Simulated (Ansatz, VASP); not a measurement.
# Two plane-wave programs on InAs

```
CELL_PARAMETERS angstrom
0.00000 3.03097 3.03097
3.03097 0.00000 3.03097
3.03097 3.03097 0.00000
ATOMIC_POSITIONS crystal
In 0.00000 0.00000 0.00000
As 0.75000 0.75000 0.75000
```

Alike in both runs: task single point; functional r2SCAN; dispersion rVV10; k mesh 6 × 6 × 6; occupations gaussian, width 0.05 eV; no spin polarisation.

|  | VASP | Ansatz |
| --- | --- | --- |
| version | VASP 6.6.1 | Ansatz 0.2.0 |
| potentials or method | VASP PAW PBE potentials, release 64 (In_d, As), cutoff 520 eV | scalar-relativistic, plane waves, PAW |
| valence electrons in the cell | 18 | 28 |

```csv
,VASP,Ansatz,Ansatz less VASP
gap on the k mesh at the Fermi level (eV),0.18,0.18,0.000
least direct gap on the mesh (eV),0.18,0.18,0.000
pressure (GPa),0.7,0.6,-0.14
```

VASP's potentials were made for PBE, not for r2SCAN. VASP's potentials hold 18 valence electrons a cell and Ansatz's 28, so a difference there can come from the potentials and not from the codes.
